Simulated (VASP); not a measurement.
# N (P4_2/mnm) in VASP: single point with HSE06

Aim: the single point of N with HSE06.

All numbers are computed with VASP 6.6.1; they aren't measurements. Logs are shortened: lines on timing, memory, paths and dates and some standing lists are left out, and cuts for length are marked.

### 1 The cell of the first run

Symmetry: P4_2/mnm, No. 136, tetragonal system. Conventional cell: a = 3.961 Å, b = 3.961 Å, c = 5.133 Å, α = 90.00°, β = 90.00°, γ = 90.00°. N (site symmetry m2m) has 1 N at 1.09 Å within 1.5 Å.

### 2 Single point, HSE06

POSCAR

```
N
1.0
    3.9609740433      0.0000000000      0.0000000000
    0.0000000000      3.9609740433      0.0000000000
    0.0000000000      0.0000000000      5.1331803146
N
4
Direct
    0.9024068167      0.9024068167      0.0000000000
    0.5975931833      0.4024068167      0.5000000000
    0.0975931833      0.0975931833      0.0000000000
    0.4024068167      0.5975931833      0.5000000000
```

INCAR.step1

```
SYSTEM = N
ALGO = Normal
EDIFF = 1E-5
ENCUT = 520
GGA = PE
ISIF = 2
ISMEAR = 0
LASPH = .TRUE.
LCHARG = .FALSE.
LREAL = .FALSE.
LWAVE = .TRUE.
NBANDS = 18
NELM = 60
PREC = Accurate
SIGMA = 0.01
```

INCAR.step2

```
SYSTEM = N
ALGO = Normal
EDIFF = 1E-6
ENCUT = 520
GGA = PE
HFSCREEN = 0.2079
ISIF = 2
ISMEAR = 0
ISTART = 1
LASPH = .TRUE.
LCHARG = .FALSE.
LHFCALC = .TRUE.
LREAL = .FALSE.
LWAVE = .FALSE.
NBANDS = 18
NELM = 60
PREC = Accurate
PRECFOCK = Normal
SIGMA = 0.01
```

KPOINTS

```
k-points
0
G
  4 4 4
  0 0 0
```

Potentials or basis: VASP PAW PBE potentials, release 64 (N).

Command:

```
> cat potpaw_PBE.64/N/POTCAR > POTCAR
> cp INCAR.step1 INCAR
> mpirun -np 1 vasp_std > vasp.out
> cp INCAR.step2 INCAR
> mpirun -np 1 vasp_std > vasp.out
```

OUTCAR:

```text
SYSTEM = N
   EDIFF = 1E-6
   ENCUT = 520
   GGA = PE
   HFSCREEN = 0.2079
   ISIF = 2
   ISMEAR = 0
   ISTART = 1
   LASPH = .TRUE.
   LHFCALC = .TRUE.
   LREAL = .FALSE.
   NELM = 60
   PREC = Accurate
   PRECFOCK = Normal

 ion  position               nearest neighbor table
   1  0.902  0.902  0.000-   3 1.09
   2  0.598  0.402  0.500-   4 1.09
   3  0.098  0.098  0.000-   1 1.09
   4  0.402  0.598  0.500-   2 1.09

  LATTYP: Found a simple tetragonal cell.
 ALAT       =     3.9609740433
 C/A-ratio  =     1.2959388924

  Lattice vectors:

 A1 = (   3.9609740433,   0.0000000000,   0.0000000000)
 A2 = (   0.0000000000,   3.9609740433,   0.0000000000)
 A3 = (   0.0000000000,   0.0000000000,   5.1331803146)

Analysis of symmetry for initial positions (statically):
=====================================================================
 Subroutine PRICEL returns:
 Original cell was already a primitive cell.

 Routine SETGRP: Setting up the symmetry group for a
 simple tetragonal supercell.

 Subroutine GETGRP returns: Found 16 space group operations
 (whereof  8 operations were pure point group operations)
 out of a pool of 16 trial point group operations.

The static configuration has the point symmetry D_2h.
 The point group associated with its full space group is D_4h.

Analysis of symmetry for dynamics (positions and initial velocities):
=====================================================================
 Subroutine PRICEL returns:
 Original cell was already a primitive cell.

 Routine SETGRP: Setting up the symmetry group for a
 simple tetragonal supercell.

 Subroutine GETGRP returns: Found 16 space group operations
 (whereof  8 operations were pure point group operations)
 out of a pool of 16 trial point group operations.

The dynamic configuration has the point symmetry D_2h.
 The point group associated with its full space group is D_4h.

 Subroutine INISYM returns: Found 16 space group operations
 (whereof  8 operations are pure point group operations),
 and found     1 'primitive' translations

----------------------------------------------------------------------------------------

                                     Primitive cell

  volume of cell :      80.5361

  direct lattice vectors                    reciprocal lattice vectors
     3.960974043  0.000000000  0.000000000     0.252463154  0.000000000  0.000000000
     0.000000000  3.960974043  0.000000000     0.000000000  0.252463154  0.000000000
     0.000000000  0.000000000  5.133180315     0.000000000  0.000000000  0.194811002

  length of vectors
     3.960974043  3.960974043  5.133180315     0.252463154  0.252463154  0.194811002

  position of ions in fractional coordinates (direct lattice)
     0.902406817  0.902406817  0.000000000
     0.597593183  0.402406817  0.500000000
     0.097593183  0.097593183  0.000000000
     0.402406817  0.597593183  0.500000000

  ion indices of the primitive-cell ions
   primitive index   ion index
                 1           1
                 2           2
                 3           3
                 4           4

----------------------------------------------------------------------------------------

 KPOINTS: k-points

Automatic generation of k-mesh.
 Grid dimensions read from file:
 generate k-points for:    4    4    4

 Generating k-lattice:

  Cartesian coordinates                     Fractional coordinates (reciprocal lattice)
     0.063115789  0.000000000  0.000000000     0.250000000  0.000000000  0.000000000
     0.000000000  0.063115789  0.000000000     0.000000000  0.250000000  0.000000000
     0.000000000  0.000000000  0.048702750     0.000000000  0.000000000  0.250000000

  Length of vectors
     0.063115789  0.063115789  0.048702750

  Shift w.r.t. Gamma in fractional coordinates (k-lattice)
     0.000000000  0.000000000  0.000000000

 Subroutine IBZKPT returns following result:
 ===========================================

 Found     18 irreducible k-points:

 Following reciprocal coordinates:
            Coordinates               Weight
  0.000000  0.000000  0.000000      1.000000
  0.250000  0.000000  0.000000      4.000000
  0.500000  0.000000  0.000000      2.000000
  0.250000  0.250000  0.000000      4.000000
  0.500000  0.250000  0.000000      4.000000
  0.500000  0.500000  0.000000      1.000000
[... 10 lines left out ...]
  0.500000  0.250000  0.500000      4.000000
  0.500000  0.500000  0.500000      1.000000
   k-points           NKPTS =     18   k-points in BZ     NKDIM =     64   number of bands    NBANDS=     18
   number of dos      NEDOS =    301   number of ions     NIONS =      4
   total plane-waves  NPLWV =  36000
   dimension x,y,z NGX =    30 NGY =   30 NGZ =   40
   dimension x,y,z NGXF=    60 NGYF=   60 NGZF=   80
   ions per type =               4
   NGX,Y,Z   is equivalent  to a cutoff of  12.59, 12.59, 12.95 a.u.
   NGXF,Y,Z  is equivalent  to a cutoff of  25.18, 25.18, 25.91 a.u.
 SYSTEM =  N
   PREC   = accura    normal or accurate (medium, high low for compatibility)
   ISTART =      1    job   : 0-new  1-cont  2-samecut
   ICHARG =      0    charge: 1-file 2-atom 10-const
   ISPIN  =      1    spin polarized calculation?
   LNONCOLLINEAR =      F non collinear calculations
   LSORBIT =      F    spin-orbit coupling
   LASPH  =      T    aspherical Exc in radial PAW
   ENCUT  =  520.0 eV  38.22 Ry    6.18 a.u.   7.36  7.36  9.54*2*pi/ulx,y,z
   NELM   =     60;   NELMIN=  2; NELMDL=  0     # of ELM steps
   EDIFF  = 0.1E-05   stopping-criterion for ELM
   LREAL  =      F    real-space projection
   EDIFFG = 0.1E-04   stopping-criterion for IOM
   NSW    =      0    number of steps for IOM
   IBRION =     -1    ionic relax: 0-MD 1-quasi-New 2-CG
   NFREE  =      0    steps in history (QN), initial steepest desc. (CG)
   ISIF   =      2    stress and relaxation
   ISYM   =      3    0-nonsym 1-usesym 2-fastsym
   POTIM  = 0.5000    time-step for ionic-motion
   TEBEG  =    0.0;   TEEND  =   0.0 temperature during run
   PSTRESS=    0.0 pullay stress
   NELECT =      20.0000    total number of electrons
   NUPDOWN=      -1.0000    fix difference up-down
   EMIN   =  10.00;   EMAX   =-10.00  energy-range for DOS
   EFERMI =   0.00;   METHOD = LEGACY
   ISMEAR =     0;   SIGMA  =   0.01  broadening in eV -4-tet -1-fermi 0-gaus
   EFERMI_NEDOS =   21; number of points for ismear=-14 and -15
   IALGO  =     38    algorithm
   IMIX   =      1    mixing-type and parameters
     AMIX     =   0.40;   BMIX     =  1.00
     AMIX_MAG =   1.60;   BMIX_MAG =  1.00
  volume/ion in A,a.u.               =      20.13       135.87
  Fermi-wavevector in a.u.,A,eV,Ry     =   1.029014  1.944555 14.406801  1.058870
  Thomas-Fermi vector in A             =   2.163040
   LORBIT       =      0    0 simple, 1 ext, 2 COOP (PROOUT), +10 PAW based schemes
   GGA     = PE    functional components
   LHFCALC =     T    Hartree Fock is set to
   PRECFOCK=normal    Normal, Fast or Accurate (Low or Medium for compatibility)
   ENCUT4O =  -1.0   cutoff for four orbital integrals eV
   NKREDX  =     1    reduce k-point grid by
   NKREDY  =     1    reduce k-point grid by
   NKREDZ  =     1    reduce k-point grid by
   AEXX    =    0.2500 exact exchange contribution
   HFSCREEN=    0.2079 screening length (either q_TF or 0.3 A-1)
   HFSCREENC=   0.2079 screening length for correlation (either q_TF or 0.3 A-1)
   ENCUTFOCK=  -1.0 apply spherical cutoff to Coloumb kernel
   IVDW    =     0    specifies the selected vdW correction
   LEPSILON=     F    determine dielectric tensor
   LRPA    =     F    only Hartree local field effects (RPA)
 non-spin polarized calculation
 Gauss-broadening in eV      SIGMA  =   0.01
  energy-cutoff  :      520.00
  volume of cell :       80.54
 maximum number of plane-waves:      2212
 NGX is ok and might be reduce to    30
  NGX = 24; NGY = 24; NGZ = 30

 number of electron      19.9999994 magnetization

 Free energy of the ion-electron system (eV)
  ---------------------------------------------------
  ext. energy  EPLUGINS =         0.00000000
  ---------------------------------------------------
  free energy    TOTEN  =       -40.86118659 eV

  energy without entropy =      -40.86118659  energy(sigma->0) =      -40.86118659

 E-fermi :  -7.4091     XC(G=0):  -5.7507

 val. band max:       -7.5013929156   @ k =   0.5000   0.5000   0.5000
 cond. band min:       1.5547174817   @ k =   0.0000   0.0000   0.0000
 fundamental gap:      9.0561103973
 Fermi energy:        -7.4091294609

 k-point     1 :       0.0000    0.0000    0.0000
  band No.  band energies     occupation
      1     -27.4746      2.00000
      2     -27.3795      2.00000
      3     -11.0625      2.00000
      4     -11.0625      2.00000
      5      -9.4447      2.00000
      6      -8.7595      2.00000
[... 10 lines left out ...]
     17       9.1811      0.00000
     18      13.0876      0.00000

 k-point     2 :       0.2500    0.0000    0.0000
  band No.  band energies     occupation
      1     -27.4520      2.00000
      2     -27.3845      2.00000
      3     -11.2291      2.00000
      4     -11.2254      2.00000
      5      -9.2965      2.00000
      6      -9.0514      2.00000
[... 10 lines left out ...]
     17       9.5562      0.00000
     18      11.3649      0.00000

 k-point     3 :       0.5000    0.0000    0.0000
  band No.  band energies     occupation
      1     -27.4094      2.00000
      2     -27.4094      2.00000
      3     -11.3869      2.00000
      4     -11.3869      2.00000
      5      -8.9865      2.00000
      6      -8.9865      2.00000
[... 10 lines left out ...]
     17      10.7012      0.00000
     18      10.7012      0.00000

 k-point     4 :       0.2500    0.2500    0.0000
  band No.  band energies     occupation
      1     -27.4334      2.00000
      2     -27.3855      2.00000
      3     -11.3761      2.00000
      4     -11.3382      2.00000
      5      -9.1790      2.00000
      6      -9.1489      2.00000
[... 249 lines left out ...]
      4     -11.3108      2.00000
      5      -9.4207      2.00000
      6      -8.9730      2.00000
[... 10 lines left out ...]
     17      10.1856      0.00000
     18      10.5018      0.00000

 k-point    17 :       0.5000    0.2500    0.5000
  band No.  band energies     occupation
      1     -27.4002      2.00000
      2     -27.4002      2.00000
      3     -11.4796      2.00000
      4     -11.4796      2.00000
      5      -9.2363      2.00000
      6      -9.2363      2.00000
[... 10 lines left out ...]
     17      10.1336      0.00000
     18      10.1336      0.00000

 k-point    18 :       0.5000    0.5000    0.5000
  band No.  band energies     occupation
      1     -27.3915      2.00000
      2     -27.3915      2.00000
      3     -11.5553      2.00000
      4     -11.5553      2.00000
      5      -9.2193      2.00000
      6      -9.2193      2.00000
[... 10 lines left out ...]
     17       9.6337      0.00000
     18       9.6337      0.00000

------------------------ aborting loop because EDIFF is reached ----------------------------------------

  FORCE on cell =-STRESS in cart. coord.  units (eV):
  Direction    XX          YY          ZZ          XY          YZ          ZX
  --------------------------------------------------------------------------------------
  -------------------------------------------------------------------------------------
  Total        1.9014293      1.9014293      0.3338462     -0.0000000      0.0000000      0.0000000
  in kB       37.8268572     37.8268572      6.6415053     -0.0000000      0.0000000      0.0000000
  external PRESSURE =      27.4317399 kB  Pullay stress =       0.0000000 kB

 VOLUME and BASIS-vectors are now :
 -----------------------------------------------------------------------------
  energy-cutoff  :      520.00
  volume of cell :       80.54
      direct lattice vectors                 reciprocal lattice vectors
     3.960974043  0.000000000  0.000000000     0.252463154  0.000000000  0.000000000
     0.000000000  3.960974043  0.000000000     0.000000000  0.252463154  0.000000000
     0.000000000  0.000000000  5.133180315     0.000000000  0.000000000  0.194811002

 POSITION                                       TOTAL-FORCE (eV/Angst)
 -----------------------------------------------------------------------------------
      3.57441      3.57441      0.00000        -1.042011     -1.042011     -0.000000
      2.36705      1.59392      2.56659         1.042011     -1.042011      0.000000
      0.38656      0.38656      0.00000         1.042011      1.042011      0.000000
      1.59392      2.36705      2.56659        -1.042011      1.042011      0.000000
 -----------------------------------------------------------------------------------
    total drift:                                0.000001      0.000001     -0.000000

  FREE ENERGIE OF THE ION-ELECTRON SYSTEM (eV)
  ---------------------------------------------------
  free  energy   TOTEN  =       -40.8611865921 eV

  energy  without entropy=      -40.8611865921  energy(sigma->0) =      -40.86118659
```

It took 18 min on 1 thread of AMD EPYC 7R43 (Zen 3), shared host; peak memory 0.26 GiB.

What came out:

| Quantity | Value |
| --- | --- |
| Free energy | -40.8612 eV |
| Pressure | 2.7 GPa |
| Largest force | 1.474 eV/Å |
| Band gap on the k mesh | 9.06 eV (least direct gap 9.31 eV) |

Forces on the atoms (eV/Å):
```
N   -1.042 -1.042  0.000
N    1.042 -1.042  0.000
N    1.042  1.042  0.000
N   -1.042  1.042  0.000
```

Levels at points of the mesh, in eV from the valence-band top:
```
           k point  band 8  band 9  band 10  band 11  band 12  band 13
(0.00, 0.00, 0.00)   -1.19   -1.05    -0.26     9.06    10.30    10.78
(0.50, 0.00, 0.00)   -1.46   -0.27    -0.27    10.46    10.46    10.49
(0.50, 0.50, 0.00)   -1.39   -0.06    -0.06    10.13    10.13    11.55
(0.00, 0.00, 0.50)   -1.21   -0.43    -0.43     9.63     9.63    10.76
(0.50, 0.00, 0.50)   -1.18   -0.37    -0.37     9.93     9.93    10.92
(0.50, 0.50, 0.50)   -1.46    0.00     0.00    10.20    10.20    11.55
```

Caveat: the standard files for N, O and F lose accuracy on very short bonds; this functional lacks dispersion, which holds the molecules together, so the pressure and a relaxed volume are unreliable; the PAW data sets were made with another functional, which shifts forces and pressure a little. A k mesh can miss the band edges.
